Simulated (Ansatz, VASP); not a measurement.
Two plane-wave programs on Na2SrO2

INCAR

```
ALGO     = Normal         # electronic algorithm
EDIFF    = 1E-6           # SCF threshold, eV
ENCUT    = 520            # plane-wave cutoff, eV
GGA      = PE             # functional
ISIF     = 2              # what is computed and relaxed
ISMEAR   = 0              # smearing method
LASPH    = T              # aspherical terms in the spheres
LCHARG   = T              # write CHGCAR
LELF     = T              # ELF
LREAL    = F              # projectors in reciprocal space
LVHAR    = T            
LWAVE    = F              # write WAVECAR
NBANDS   = 26             # bands
NELM     = 80             # most SCF steps
PREC     = Accurate       # precision mode
SIGMA    = 0.02           # smearing width, eV
```

KPOINTS

```
k-points
0
Gamma
  6 6 4
```

Contents of POSCAR:

```
Na2SrO2
1.0
    3.7892359316      0.0000000000      0.0000000000
   -1.8946179658      3.2815745777      0.0000000000
    0.0000000000      0.0000000000      6.2713570560
Na Sr O
2 1 2
Direct
    0.6666666667      0.3333333333      0.6302770084
    0.3333333333      0.6666666667      0.3697229916
    0.0000000000      0.0000000000      0.0000000000
    0.6666666667      0.3333333333      0.2313745789
    0.3333333333      0.6666666667      0.7686254211
```

Input for Ansatz:

```yaml
crystal:
  lattice:
    - [3.7892359316, 0.0, 0.0]
    - [-1.8946179658, 3.2815745777, 0.0]
    - [0.0, 0.0, 6.271357056]
  atoms:
    - { symbol: Na, position: [0.6666666667, 0.3333333333, 0.6302770084] }
    - { symbol: Na, position: [0.3333333333, 0.6666666667, 0.3697229916] }
    - { symbol: Sr, position: [0.0, 0.0, 0.0] }
    - { symbol: O, position: [0.6666666667, 0.3333333333, 0.2313745789] }
    - { symbol: O, position: [0.3333333333, 0.6666666667, 0.7686254211] }
basis:
  ecutwfc: 420
kpoints:
  mp_grid: { grid: [6, 6, 4] }
  band_path:
    path:
      - [[0.0, 0.0, 0.0], [0.5, 0.0, 0.0], [0.33333333, 0.33333333, 0.0], [0.0, 0.0, 0.0], [0.0, 0.0, 0.5], [0.5, 0.0, 0.5], [0.33333333, 0.33333333, 0.5], [0.0, 0.0, 0.5]]
      - [[0.5, 0.0, 0.5], [0.5, 0.0, 0.0]]
      - [[0.33333333, 0.33333333, 0.5], [0.33333333, 0.33333333, 0.0]]
    npoints: 14
hamiltonian:
  xc: pbe
scf:
  occupations: { method: gaussian, width: 0.02 }
  n_extra_bands: 12
output:
  forces: true
  stress: true
  eigenvalues: true
  populations: true
  dos: { projected: true, de: 0.02, nscf_kmesh: { grid: [9, 9, 6] } }
  bader: true
  write_density: true
  write_potential: true
  elf: true
  volumetric_format: npy
```

Alike in both runs: task single point; functional PBE; k mesh 6 × 6 × 4; occupations gaussian, width 0.02 eV; no spin polarisation.

```csv
,VASP,Ansatz
version,VASP 6.6.1,Ansatz 0.2.0
potentials or method,"VASP PAW PBE potentials, release 64 (Na_pv, Sr_sv, O), cutoff 520 eV","scalar-relativistic, plane waves, PAW"
valence electrons in the cell,36,40
```

VASP gave:

```
gap on the k mesh at the Fermi level (eV) : 2.61
least direct gap on the mesh (eV)         : 2.61
pressure (GPa)                            : 0.3
rms of the force components (eV/Å)        : 0.011
```

Task: What did Ansatz give for the same quantities?

Result: gap on the k mesh at the Fermi level (eV): 2.63; least direct gap on the mesh (eV): 2.63; pressure (GPa): 0.0; rms of the force components (eV/Å): 0.003.

Atom by atom the forces differ by 0.009 eV/Å (rms over components). VASP's potentials hold 36 valence electrons a cell and Ansatz's 40, so a difference there can come from the potentials and not from the codes.
